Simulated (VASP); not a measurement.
# Ti (Pm-3n) in VASP: single point with PBE

Aim: the single point of Ti with PBE.

All numbers are computed with VASP 6.6.1; they aren't measurements. Logs are shortened: lines on timing, memory, paths and dates and some standing lists are left out, and cuts for length are marked.

## (1) The cell of the first run

Symmetry: Pm-3n, No. 223, cubic system. Conventional cell: a = 5.168 Å, b = 5.168 Å, c = 5.168 Å, α = 90.00°, β = 90.00°, γ = 90.00°. Within 3.8 Å of Ti (site symmetry m-3) lie 12 Ti at 2.89 Å. Within 3.4 Å of Ti (site symmetry -4m2) lie 14 Ti at 2.58 to 3.16 Å.

## (2) Single point, PBE

The input, INCAR:

```
SYSTEM = Ti
  ALGO = All
  EDIFF = 1E-6
  ENCUT = 550
  GGA = PE
  GGA_COMPAT = .False.
  ISEARCH = 1
  ISIF = 2
  ISMEAR = 0
  KPAR = 4
  LASPH = .True.
  LCHARG = .True.
  LREAL = .False.
  LVHAR = .True.
  LWAVE = .False.
  NBANDS = 58
  NELM = 300
  PREC = Accurate
  SIGMA = 0.1
```

The input, KPOINTS:

```
k-points
0
Gamma
  4 4 4
  0 0 0
```

The input, POSCAR:

```
Ti
1.0
    5.1675938293      0.0000000000      0.0000000000
    0.0000000000      5.1675938293      0.0000000000
    0.0000000000      0.0000000000      5.1675938293
Ti
8
Direct
    0.5000000000      0.5000000000      0.5000000000
    0.0000000000      0.0000000000      0.0000000000
    0.2500000000      0.0000000000      0.5000000000
    0.5000000000      0.2500000000      0.0000000000
    0.5000000000      0.7500000000      0.0000000000
    0.7500000000      0.0000000000      0.5000000000
    0.0000000000      0.5000000000      0.7500000000
    0.0000000000      0.5000000000      0.2500000000
```

Potentials or basis: VASP PAW PBE potentials, release 64 (Ti_sv).

Launch:

```bash
> cat potpaw_PBE.64/Ti_sv/POTCAR > POTCAR
> mpirun -np 4 vasp_std > vasp.out
```

OUTCAR:

```text
SYSTEM = Ti
   EDIFF = 1E-6
   ENCUT = 550
   GGA = PE
   ISIF = 2
   ISMEAR = 0
   LASPH = .True.
   LREAL = .False.
   NELM = 300
   PREC = Accurate

 ion  position               nearest neighbor table
   1  0.500  0.500  0.500-   3 2.89   4 2.89   5 2.89   6 2.89   7 2.89   8 2.89   4 2.89   5 2.89
                             3 2.89   6 2.89   7 2.89   8 2.89
   2  0.000  0.000  0.000-   3 2.89   4 2.89   5 2.89   6 2.89   7 2.89   8 2.89   3 2.89   6 2.89
                             7 2.89   8 2.89   4 2.89   5 2.89
   3  0.250  0.000  0.500-   6 2.58   6 2.58   1 2.89   2 2.89   1 2.89   2 2.89
   4  0.500  0.250  0.000-   5 2.58   5 2.58   1 2.89   1 2.89   2 2.89   2 2.89
   5  0.500  0.750  0.000-   4 2.58   4 2.58   1 2.89   1 2.89   2 2.89   2 2.89
   6  0.750  0.000  0.500-   3 2.58   3 2.58   1 2.89   2 2.89   1 2.89   2 2.89
   7  0.000  0.500  0.750-   8 2.58   8 2.58   1 2.89   2 2.89   2 2.89   1 2.89
   8  0.000  0.500  0.250-   7 2.58   7 2.58   1 2.89   2 2.89   2 2.89   1 2.89

  LATTYP: Found a simple cubic cell.
 ALAT       =     5.1675938293

  Lattice vectors:

 A1 = (   5.1675938293,   0.0000000000,   0.0000000000)
 A2 = (   0.0000000000,   5.1675938293,   0.0000000000)
 A3 = (   0.0000000000,   0.0000000000,   5.1675938293)

Analysis of symmetry for initial positions (statically):
=====================================================================
 Subroutine PRICEL returns:
 Original cell was already a primitive cell.

 Routine SETGRP: Setting up the symmetry group for a
 simple cubic supercell.

 Subroutine GETGRP returns: Found 48 space group operations
 (whereof 24 operations were pure point group operations)
 out of a pool of 48 trial point group operations.

The static configuration has the point symmetry T_h .
 The point group associated with its full space group is O_h .

Analysis of symmetry for dynamics (positions and initial velocities):
=====================================================================
 Subroutine PRICEL returns:
 Original cell was already a primitive cell.

 Routine SETGRP: Setting up the symmetry group for a
 simple cubic supercell.

 Subroutine GETGRP returns: Found 48 space group operations
 (whereof 24 operations were pure point group operations)
 out of a pool of 48 trial point group operations.

The dynamic configuration has the point symmetry T_h .
 The point group associated with its full space group is O_h .

 Subroutine INISYM returns: Found 48 space group operations
 (whereof 24 operations are pure point group operations),
 and found     1 'primitive' translations

----------------------------------------------------------------------------------------

                                     Primitive cell

  volume of cell :     137.9956

  direct lattice vectors                    reciprocal lattice vectors
     5.167593829  0.000000000  0.000000000     0.193513661  0.000000000  0.000000000
     0.000000000  5.167593829  0.000000000     0.000000000  0.193513661  0.000000000
     0.000000000  0.000000000  5.167593829     0.000000000  0.000000000  0.193513661

  length of vectors
     5.167593829  5.167593829  5.167593829     0.193513661  0.193513661  0.193513661

  position of ions in fractional coordinates (direct lattice)
     0.500000000  0.500000000  0.500000000
     0.000000000  0.000000000  0.000000000
     0.250000000  0.000000000  0.500000000
     0.500000000  0.250000000  0.000000000
     0.500000000  0.750000000  0.000000000
     0.750000000  0.000000000  0.500000000
     0.000000000  0.500000000  0.750000000
     0.000000000  0.500000000  0.250000000

  ion indices of the primitive-cell ions
   primitive index   ion index
                 1           1
                 2           2
                 3           3
                 4           4
                 5           5
                 6           6
                 7           7
                 8           8

----------------------------------------------------------------------------------------

 KPOINTS: k-points

Automatic generation of k-mesh.
 Grid dimensions read from file:
 generate k-points for:    4    4    4

 Generating k-lattice:

  Cartesian coordinates                     Fractional coordinates (reciprocal lattice)
     0.048378415  0.000000000  0.000000000     0.250000000  0.000000000  0.000000000
     0.000000000  0.048378415  0.000000000     0.000000000  0.250000000  0.000000000
     0.000000000  0.000000000  0.048378415     0.000000000  0.000000000  0.250000000

  Length of vectors
     0.048378415  0.048378415  0.048378415

  Shift w.r.t. Gamma in fractional coordinates (k-lattice)
     0.000000000  0.000000000  0.000000000

 Subroutine IBZKPT returns following result:
 ===========================================

 Found     10 irreducible k-points:

 Following reciprocal coordinates:
            Coordinates               Weight
  0.000000  0.000000  0.000000      1.000000
  0.250000  0.000000  0.000000      6.000000
  0.500000  0.000000  0.000000      3.000000
  0.250000  0.250000  0.000000     12.000000
  0.500000  0.250000  0.000000     12.000000
  0.500000  0.500000  0.000000      3.000000
  0.250000  0.250000  0.250000      8.000000
  0.500000  0.250000  0.250000     12.000000
  0.500000  0.500000  0.250000      6.000000
  0.500000  0.500000  0.500000      1.000000
   k-points           NKPTS =     10   k-points in BZ     NKDIM =     10   number of bands    NBANDS=     58
   number of dos      NEDOS =    301   number of ions     NIONS =      8
   total plane-waves  NPLWV =  64000
   dimension x,y,z NGX =    40 NGY =   40 NGZ =   40
   dimension x,y,z NGXF=    80 NGYF=   80 NGZF=   80
   ions per type =               8
   NGX,Y,Z   is equivalent  to a cutoff of  12.87, 12.87, 12.87 a.u.
   NGXF,Y,Z  is equivalent  to a cutoff of  25.74, 25.74, 25.74 a.u.
 SYSTEM =  Ti
   PREC   = accura    normal or accurate (medium, high low for compatibility)
   ISTART =      0    job   : 0-new  1-cont  2-samecut
   ICHARG =      2    charge: 1-file 2-atom 10-const
   ISPIN  =      1    spin polarized calculation?
   LNONCOLLINEAR =      F non collinear calculations
   LSORBIT =      F    spin-orbit coupling
   LASPH  =      T    aspherical Exc in radial PAW
   ENCUT  =  550.0 eV  40.42 Ry    6.36 a.u.   9.88  9.88  9.88*2*pi/ulx,y,z
   NELM   =    300;   NELMIN=  2; NELMDL= -5     # of ELM steps
   EDIFF  = 0.1E-05   stopping-criterion for ELM
   LREAL  =      F    real-space projection
   EDIFFG = 0.1E-04   stopping-criterion for IOM
   NSW    =      0    number of steps for IOM
   IBRION =     -1    ionic relax: 0-MD 1-quasi-New 2-CG
   NFREE  =      0    steps in history (QN), initial steepest desc. (CG)
   ISIF   =      2    stress and relaxation
   ISYM   =      2    0-nonsym 1-usesym 2-fastsym
   POTIM  = 0.5000    time-step for ionic-motion
   TEBEG  =    0.0;   TEEND  =   0.0 temperature during run
   PSTRESS=    0.0 pullay stress
   NELECT =      96.0000    total number of electrons
   NUPDOWN=      -1.0000    fix difference up-down
   EMIN   =  10.00;   EMAX   =-10.00  energy-range for DOS
   EFERMI =   0.00;   METHOD = LEGACY
   ISMEAR =     0;   SIGMA  =   0.10  broadening in eV -4-tet -1-fermi 0-gaus
   EFERMI_NEDOS =   21; number of points for ismear=-14 and -15
   IALGO  =     58    algorithm
   IMIX   =      4    mixing-type and parameters
     AMIX     =   0.40;   BMIX     =  1.00
     AMIX_MAG =   1.60;   BMIX_MAG =  1.00
  volume/ion in A,a.u.               =      17.25       116.40
  Fermi-wavevector in a.u.,A,eV,Ry     =   1.450586  2.741210 28.629383  2.104200
  Thomas-Fermi vector in A             =   2.568181
   LORBIT       =      0    0 simple, 1 ext, 2 COOP (PROOUT), +10 PAW based schemes
   GGA     = PE    functional components
   LHFCALC =     F    Hartree Fock is set to
   AEXX    =    0.0000 exact exchange contribution
   IVDW    =     0    specifies the selected vdW correction
   LEPSILON=     F    determine dielectric tensor
   LRPA    =     F    only Hartree local field effects (RPA)
 non-spin polarized calculation
 Gauss-broadening in eV      SIGMA  =   0.10
  energy-cutoff  :      550.00
  volume of cell :      138.00
 maximum number of plane-waves:      4076
 NGX is ok and might be reduce to    40
   NGX = 19   NGY = 19   NGZ = 19

 number of electron      96.0000017 magnetization

 Free energy of the ion-electron system (eV)
  ---------------------------------------------------
  ext. energy  EPLUGINS =         0.00000000
  ---------------------------------------------------
  free energy    TOTEN  =       -61.17214779 eV

  energy without entropy =      -61.03736285  energy(sigma->0) =      -61.10475532

 E-fermi :   8.0530     XC(G=0): -11.5110

 val. band max:        8.0481648278   @ k =   0.5000   0.2500   0.2500
 cond. band min:       8.0551149590   @ k =   0.0000   0.0000   0.0000
 fundamental gap:      0.0069501312
 Fermi energy:         8.0530437620

 k-point     1 :       0.0000    0.0000    0.0000
  band No.  band energies     occupation
      1     -48.3304      2.00000
      2     -48.2358      2.00000
      3     -48.2358      2.00000
      4     -48.2178      2.00000
      5     -48.1667      2.00000
      6     -48.1017      2.00000
[... 50 lines left out ...]
     57       9.3436      0.00000
     58      10.5734      0.00000

 k-point     2 :       0.2500    0.0000    0.0000
  band No.  band energies     occupation
      1     -48.3144      2.00000
      2     -48.2449      2.00000
      3     -48.2222      2.00000
      4     -48.2164      2.00000
      5     -48.1708      2.00000
      6     -48.1205      2.00000
[... 50 lines left out ...]
     57       9.7328      0.00000
     58      10.0773      0.00000
[... 425 lines left out ...]
     57       9.9713      0.00000
     58      10.1734      0.00000

 k-point    10 :       0.5000    0.5000    0.5000
  band No.  band energies     occupation
      1     -48.2181      2.00000
      2     -48.2181      2.00000
      3     -48.1768      2.00000
      4     -48.1768      2.00000
      5     -48.1768      2.00000
      6     -48.1768      2.00000
[... 50 lines left out ...]
     57      10.4635      0.00000
     58      10.4686      0.00000

------------------------ aborting loop because EDIFF is reached ----------------------------------------

  FORCE on cell =-STRESS in cart. coord.  units (eV):
  Direction    XX          YY          ZZ          XY          YZ          ZX
  --------------------------------------------------------------------------------------
  -------------------------------------------------------------------------------------
  Total        0.5518673      0.5518673      0.5518673      0.0000000      0.0000000      0.0000000
  in kB        6.4073747      6.4073747      6.4073747      0.0000000      0.0000000      0.0000000
  external PRESSURE =       6.4073747 kB  Pullay stress =       0.0000000 kB

 VOLUME and BASIS-vectors are now :
 -----------------------------------------------------------------------------
  energy-cutoff  :      550.00
  volume of cell :      138.00
      direct lattice vectors                 reciprocal lattice vectors
     5.167593829  0.000000000  0.000000000     0.193513661  0.000000000  0.000000000
     0.000000000  5.167593829  0.000000000     0.000000000  0.193513661  0.000000000
     0.000000000  0.000000000  5.167593829     0.000000000  0.000000000  0.193513661

 POSITION                                       TOTAL-FORCE (eV/Angst)
 -----------------------------------------------------------------------------------
      2.58380      2.58380      2.58380        -0.000000      0.000000      0.000000
      0.00000      0.00000      0.00000        -0.000000      0.000000      0.000000
      1.29190      0.00000      2.58380        -0.000000     -0.000000     -0.000000
      2.58380      1.29190      0.00000         0.000000      0.000000     -0.000000
      2.58380      3.87570      0.00000        -0.000000     -0.000000      0.000000
      3.87570      0.00000      2.58380         0.000000      0.000000      0.000000
      0.00000      2.58380      3.87570         0.000000     -0.000000     -0.000000
      0.00000      2.58380      1.29190        -0.000000     -0.000000      0.000000
 -----------------------------------------------------------------------------------
    total drift:                                0.000000     -0.000000      0.000000

  FREE ENERGIE OF THE ION-ELECTRON SYSTEM (eV)
  ---------------------------------------------------
  free  energy   TOTEN  =       -61.1721477928 eV

  energy  without entropy=      -61.0373495807  energy(sigma->0) =      -61.10474869
```

It took 61 s on 4 MPI ranks of Intel Xeon 6975P-C (Granite Rapids), shared host; peak memory 0.31 GiB.

What came out:

| Property | Result |
| --- | --- |
| Free energy | -61.1721 eV |
| Pressure | 0.6 GPa |
| Band gap on the k mesh | zero (bands 48 and 49 overlap by 0.53 eV) |
